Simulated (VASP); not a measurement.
# ZrN (Fm-3m) in VASP: vibrations by perturbation theory with PBE

Aim: the vibrations by perturbation theory of ZrN with PBE.

All numbers are computed with VASP 6.6.1; they aren't measurements. Logs are shortened: lines on timing, memory, paths and dates and some standing lists are left out, and cuts for length are marked.

## 1. The cell of the first run

It takes space group Fm-3m (No. 225, cubic). Conventional cell: a = 4.596 Å, b = 4.596 Å, c = 4.596 Å, α = 90.00°, β = 90.00°, γ = 90.00°. Zr (site symmetry m-3m) has 6 N at 2.30 Å within 3.0 Å. Within 3.0 Å of N (site symmetry m-3m) lie 6 Zr at 2.30 Å.

## 2. Vibrations by perturbation theory, PBE

File INCAR:

```
ALGO = Normal
EDIFF = 1E-8
ENCUT = 600
GGA = PE
GGA_COMPAT = F
IBRION = 8
ISIF = 2
ISMEAR = -1
LASPH = T
LCHARG = F
LREAL = F
LWAVE = F
NBANDS = 16
NELM = 120
NSW = 1
PREC = Accurate
SIGMA = 0.15
```

File KPOINTS:

```
k-points
0
Gamma
  20 20 20
```

File POSCAR:

```
ZrN
1.0
    0.0000000000      2.2978868675      2.2978868675
    2.2978868675      0.0000000000      2.2978868675
    2.2978868675      2.2978868675      0.0000000000
Zr N
1 1
Direct
    0.0000000000      0.0000000000      0.0000000000
    0.5000000000      0.5000000000      0.5000000000
```

Potentials or basis: VASP PAW PBE potentials, release 64 (Zr_sv, N).

Launch:

```console
cat potpaw_PBE.64/Zr_sv/POTCAR potpaw_PBE.64/N/POTCAR > POTCAR
mpirun -np 1 vasp_std > vasp.out
```

OUTCAR:

```text
EDIFF = 1E-8
   ENCUT = 600
   GGA = PE
   IBRION = 8
   ISIF = 2
   ISMEAR = -1
   LASPH = T
   LREAL = F
   NELM = 120
   NSW = 1
   PREC = Accurate

 ion  position               nearest neighbor table
   1  0.000  0.000  0.000-   2 2.30   2 2.30   2 2.30   2 2.30   2 2.30   2 2.30
   2  0.500  0.500  0.500-   1 2.30   1 2.30   1 2.30   1 2.30   1 2.30   1 2.30

  LATTYP: Found a face centered cubic cell.
 ALAT       =     4.5957737350

  Lattice vectors:

 A1 = (   0.0000000000,   2.2978868675,   2.2978868675)
 A2 = (   2.2978868675,   0.0000000000,   2.2978868675)
 A3 = (   2.2978868675,   2.2978868675,   0.0000000000)

Analysis of symmetry for initial positions (statically):
=====================================================================
 Subroutine PRICEL returns:
 Original cell was already a primitive cell.

 Routine SETGRP: Setting up the symmetry group for a
 face centered cubic supercell.

 Subroutine GETGRP returns: Found 48 space group operations
 (whereof 48 operations were pure point group operations)
 out of a pool of 48 trial point group operations.

The static configuration has the point symmetry O_h .

Analysis of symmetry for dynamics (positions and initial velocities):
=====================================================================
 Subroutine PRICEL returns:
 Original cell was already a primitive cell.

 Routine SETGRP: Setting up the symmetry group for a
 face centered cubic supercell.

 Subroutine GETGRP returns: Found 48 space group operations
 (whereof 48 operations were pure point group operations)
 out of a pool of 48 trial point group operations.

The dynamic configuration has the point symmetry O_h .

 Subroutine INISYM returns: Found 48 space group operations
 (whereof 48 operations are pure point group operations),
 and found     1 'primitive' translations

----------------------------------------------------------------------------------------

                                     Primitive cell

  volume of cell :      24.2670

  direct lattice vectors                    reciprocal lattice vectors
     0.000000000  2.297886867  2.297886867    -0.217591217  0.217591217  0.217591217
     2.297886867  0.000000000  2.297886867     0.217591217 -0.217591217  0.217591217
     2.297886867  2.297886867  0.000000000     0.217591217  0.217591217 -0.217591217

  length of vectors
     3.249702773  3.249702773  3.249702773     0.376879043  0.376879043  0.376879043

  position of ions in fractional coordinates (direct lattice)
     0.000000000  0.000000000  0.000000000
     0.500000000  0.500000000  0.500000000

  ion indices of the primitive-cell ions
   primitive index   ion index
                 1           1
                 2           2

----------------------------------------------------------------------------------------

 KPOINTS: k-points

Automatic generation of k-mesh.
 Grid dimensions read from file:
 generate k-points for:   20   20   20

 Generating k-lattice:

  Cartesian coordinates                     Fractional coordinates (reciprocal lattice)
    -0.010879561  0.010879561  0.010879561     0.050000000  0.000000000  0.000000000
     0.010879561 -0.010879561  0.010879561     0.000000000  0.050000000  0.000000000
     0.010879561  0.010879561 -0.010879561     0.000000000  0.000000000  0.050000000

  Length of vectors
     0.018843952  0.018843952  0.018843952

  Shift w.r.t. Gamma in fractional coordinates (k-lattice)
     0.000000000  0.000000000  0.000000000

 Subroutine IBZKPT returns following result:
 ===========================================

 Found    256 irreducible k-points:

 Following reciprocal coordinates:
            Coordinates               Weight
  0.000000  0.000000  0.000000      1.000000
  0.050000  0.000000  0.000000      8.000000
  0.100000  0.000000  0.000000      8.000000
  0.150000  0.000000  0.000000      8.000000
  0.200000  0.000000  0.000000      8.000000
  0.250000  0.000000  0.000000      8.000000
[... 16 lines left out ...]
 -0.400000  0.050000  0.000000     24.000000
 -0.350000  0.050000  0.000000     24.000000
 [... further k-points ...]
   k-points           NKPTS =    256   k-points in BZ     NKDIM =    256   number of bands    NBANDS=     16
   number of dos      NEDOS =    301   number of ions     NIONS =      2
   total plane-waves  NPLWV =  21952
   dimension x,y,z NGX =    28 NGY =   28 NGZ =   28
   dimension x,y,z NGXF=    56 NGYF=   56 NGZF=   56
   ions per type =               1   1
   NGX,Y,Z   is equivalent  to a cutoff of  14.32, 14.32, 14.32 a.u.
   NGXF,Y,Z  is equivalent  to a cutoff of  28.65, 28.65, 28.65 a.u.
 SYSTEM =  unknown system
   PREC   = accura    normal or accurate (medium, high low for compatibility)
   ISTART =      0    job   : 0-new  1-cont  2-samecut
   ICHARG =      2    charge: 1-file 2-atom 10-const
   ISPIN  =      1    spin polarized calculation?
   LNONCOLLINEAR =      F non collinear calculations
   LSORBIT =      F    spin-orbit coupling
   LASPH  =      T    aspherical Exc in radial PAW
   ENCUT  =  600.0 eV  44.10 Ry    6.64 a.u.   6.49  6.49  6.49*2*pi/ulx,y,z
   NELM   =    120;   NELMIN=  2; NELMDL= -5     # of ELM steps
   EDIFF  = 0.1E-07   stopping-criterion for ELM
   LREAL  =      F    real-space projection
   EDIFFG = 0.1E-06   stopping-criterion for IOM
   NSW    =      1    number of steps for IOM
   IBRION =      8    ionic relax: 0-MD 1-quasi-New 2-CG
   NFREE  =      0    steps in history (QN), initial steepest desc. (CG)
   ISIF   =      2    stress and relaxation
   ISYM   =      2    0-nonsym 1-usesym 2-fastsym
   POTIM  = 0.5000    time-step for ionic-motion
   TEBEG  =    0.0;   TEEND  =   0.0 temperature during run
   PSTRESS=    0.0 pullay stress
   NELECT =      17.0000    total number of electrons
   NUPDOWN=      -1.0000    fix difference up-down
   EMIN   =  10.00;   EMAX   =-10.00  energy-range for DOS
   EFERMI =   0.00;   METHOD = LEGACY
   ISMEAR =    -1;   SIGMA  =   0.15  broadening in eV -4-tet -1-fermi 0-gaus
   EFERMI_NEDOS =   21; number of points for ismear=-14 and -15
   IALGO  =     38    algorithm
   IMIX   =      4    mixing-type and parameters
     AMIX     =   0.40;   BMIX     =  1.00
     AMIX_MAG =   1.60;   BMIX_MAG =  1.00
  volume/ion in A,a.u.               =      12.13        81.88
  Fermi-wavevector in a.u.,A,eV,Ry     =   1.453960  2.747586 28.762717  2.114000
  Thomas-Fermi vector in A             =   2.571166
   LORBIT       =      0    0 simple, 1 ext, 2 COOP (PROOUT), +10 PAW based schemes
   GGA     = PE    functional components
   LHFCALC =     F    Hartree Fock is set to
   AEXX    =    0.0000 exact exchange contribution
   IVDW    =     0    specifies the selected vdW correction
   LEPSILON=     F    determine dielectric tensor
   LRPA    =     F    only Hartree local field effects (RPA)
 non-spin polarized calculation
  energy-cutoff  :      600.00
  volume of cell :       24.27
 maximum number of plane-waves:       869
 NGX is ok and might be reduce to    28
   NGX = 13   NGY = 13   NGZ = 13

--------------------------------------- Ionic step        1  -------------------------------------------

 number of electron      17.0000000 magnetization

 Free energy of the ion-electron system (eV)
  ---------------------------------------------------
  ext. energy  EPLUGINS =         0.00000000
  ---------------------------------------------------
  free energy    TOTEN  =       -20.39698096 eV

  energy without entropy =      -20.34746850  energy(sigma->0) =      -20.37222473

 E-fermi :  11.8820     XC(G=0): -12.4666

 val. band max:       11.8736027561   @ k =   0.5000   0.2500   0.1000
 cond. band min:      11.8979522559   @ k =  -0.3500   0.4500   0.2000
 fundamental gap:      0.0243494998
 Fermi energy:        11.8820461027

 k-point     1 :       0.0000    0.0000    0.0000
  band No.  band energies     occupation
      1     -37.7307      2.00000
      2     -15.3595      2.00000
      3     -15.3595      2.00000
      4     -15.3595      2.00000
      5      -4.3660      2.00000
      6       9.2295      2.00000
[... 433 lines left out ...]
      3     -15.4672      2.00000
      4     -15.4281      2.00000
      5      -2.6096      2.00000
      6       4.9207      2.00000
[... 8 lines left out ...]
     15      24.2857      0.00000
     16      25.4668      0.00000

 [... further k-points ...]

------------------------ aborting loop because EDIFF is reached ----------------------------------------

  FORCE on cell =-STRESS in cart. coord.  units (eV):
  Direction    XX          YY          ZZ          XY          YZ          ZX
  --------------------------------------------------------------------------------------
  -------------------------------------------------------------------------------------
  Total        0.0217697      0.0217697      0.0217697      0.0000000      0.0000000      0.0000000
  in kB        1.4372994      1.4372994      1.4372994      0.0000000      0.0000000      0.0000000
  external PRESSURE =       1.4372994 kB  Pullay stress =       0.0000000 kB

 VOLUME and BASIS-vectors are now :
 -----------------------------------------------------------------------------
  energy-cutoff  :      600.00
  volume of cell :       24.27
      direct lattice vectors                 reciprocal lattice vectors
     0.000000000  2.297886867  2.297886867    -0.217591217  0.217591217  0.217591217
     2.297886867  0.000000000  2.297886867     0.217591217 -0.217591217  0.217591217
     2.297886867  2.297886867  0.000000000     0.217591217  0.217591217 -0.217591217

 POSITION                                       TOTAL-FORCE (eV/Angst)
 -----------------------------------------------------------------------------------
      0.00000      0.00000      0.00000        -0.000000      0.000000     -0.000000
      2.29789      2.29789      2.29789         0.000000     -0.000000      0.000000
 -----------------------------------------------------------------------------------
    total drift:                                0.000000      0.000000      0.000000

  FREE ENERGIE OF THE ION-ELECTRON SYSTEM (eV)
  ---------------------------------------------------
  free  energy   TOTEN  =       -20.3969809641 eV

  energy  without entropy=      -20.3474684979  energy(sigma->0) =      -20.37222473

[... ionic steps 2 to 3 ...]

--------------------------------------- Ionic step        4  -------------------------------------------

------------------------ aborting loop because EDIFF is reached ----------------------------------------

[... ionic steps 5 to 6 ...]

--------------------------------------- Ionic step        7  -------------------------------------------

 Free energy of the ion-electron system (eV)
  ---------------------------------------------------
  ---------------------------------------------------
  free energy    TOTEN  =        -0.23306381 eV

  energy without entropy =       -0.23306381

------------------------ aborting loop because EDIFF is reached ----------------------------------------

 INTERNAL STRAIN TENSOR  FOR ION    2  DIRECTION 1   (eV/Angst):
 -----------------------------------------------------------------------------
     0.05555 -0.00000  0.00000
     0.00000 -0.03029  0.00000
    -0.00000  0.00000 -0.03029

 INTERNAL STRAIN TENSOR FOR ION    2 for displacements in x,y,z  (eV/Angst):
          X           Y           Z          XY          YZ          ZX
  --------------------------------------------------------------------------------
  x     0.00000     0.00000     0.00000     0.00000     0.00000     0.00000
  y     0.00000     0.00000     0.00000     0.00000     0.00000     0.00000
  z     0.00000     0.00000     0.00000     0.00000     0.00000     0.00000

 SECOND DERIVATIVES (NOT SYMMETRIZED)
 ------------------------------------
               1X          1Y          1Z          2X          2Y          2Z
  1X   -10.188577    0.000000    0.000000   10.188577    0.000000    0.000000
  1Y     0.000000  -10.188577    0.000000    0.000000   10.188577    0.000000
  1Z     0.000000    0.000000  -10.188577    0.000000    0.000000   10.188577
  2X    10.187925    0.000000    0.000000  -10.187925    0.000000    0.000000
  2Y     0.000000   10.187925    0.000000    0.000000  -10.187925    0.000000
  2Z     0.000000    0.000000   10.187925    0.000000    0.000000  -10.187925

 Eigenvectors and eigenvalues of the dynamical matrix
 ----------------------------------------------------

   1 f  =   14.322566 THz    89.991333 2PiTHz  477.749361 cm-1    59.233345 meV
             X         Y         Z           dx          dy          dz
      0.000000  0.000000  0.000000     0.000000    0.364781    0.000000
      2.297887  2.297887  2.297887     0.000000   -0.931093    0.000000
[... 21 lines left out ...]
   6 f/i=    0.000156 THz     0.000978 2PiTHz    0.005193 cm-1     0.000644 meV
             X         Y         Z           dx          dy          dz
      0.000000  0.000000  0.000000     0.000000    0.000000    0.931093
      2.297887  2.297887  2.297887     0.000000    0.000000    0.364781

--------------------------------------------------------------------------------------------------------

 ELASTIC MODULI CONTR FROM IONIC RELAXATION (kBar)
 Direction    XX          YY          ZZ          XY          YZ          ZX
 --------------------------------------------------------------------------------
 XX           0.0000      0.0000      0.0000      0.0000      0.0000      0.0000
 YY           0.0000      0.0000      0.0000      0.0000      0.0000      0.0000
 ZZ           0.0000      0.0000      0.0000      0.0000      0.0000      0.0000
 XY           0.0000      0.0000      0.0000      0.0000      0.0000      0.0000
 YZ           0.0000      0.0000      0.0000      0.0000      0.0000      0.0000
 ZX           0.0000      0.0000      0.0000      0.0000      0.0000      0.0000
 --------------------------------------------------------------------------------
```

Run time: 11 min. Hardware: 1 thread of Intel Xeon 6975P-C (Granite Rapids), shared host; peak memory 0.73 GiB.

What came out:

```
Highest phonon frequency at Γ : 478 cm⁻¹
```

Phonon frequencies in cm⁻¹ (negative: imaginary):
| q point | frequencies |
| --- | --- |
| (0.000, 0.000, 0.000) | 0 0 0 478 478 478 |
